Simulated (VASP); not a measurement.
Crystal: Cd.

```xyz
2
Lattice="0.0000 3.0400 3.0400 3.0400 0.0000 3.0400 3.0400 3.0400 0.0000" Properties=species:S:1:pos:R:3 pbc="T T T"
Cd    6.0800    6.0800    6.0800
Cd    1.5200    1.5200    1.5200
```

This isn't the form of Cd at room conditions, which is hcp.

| Quantity | Value |
| --- | --- |
| Program | VASP 6.6.1 |
| Task | relaxation of cell and atoms |
| Functional | PBE |
| Potentials or basis | VASP PAW PBE potentials, release 64 (Cd) |
| Cutoff | 500 eV |
| k mesh | 6 × 6 × 6 |
| Occupations | gaussian, width 0.05 eV |
| Spin | no spin polarisation |

At the start: pressure 10.6 GPa; volume 28.09 Å³/atom.

Task: How do energy, volume and symmetry change on relaxing?

Result: Over 4 steps the energy falls by 240.4 meV/atom and the volume is 37.64 Å³/atom (+34.0 %); space group Fd-3m (No. 227, to 0.1 Å) before and after.

The path:
```csv
step,energy change (eV),largest force (eV/Å),pressure (GPa),volume (Å³)
1,0.0000,0.0000,10.59,56.19
2,-0.4753,0.0000,0.72,72.68
3,-0.4794,0.0000,-0.32,76.52
4,-0.4808,0.0000,-0.02,75.29
```

Final structure:
```
Cd
1.0
     0.00000    3.35145    3.35145
     3.35145    0.00000    3.35145
     3.35145    3.35145    0.00000
Cd
2
Direct
  0.00000 0.00000 0.00000
  0.25000 0.25000 0.25000
```

Caveat: the volume moved by over 15 % at a fixed basis, so the end points are rough.
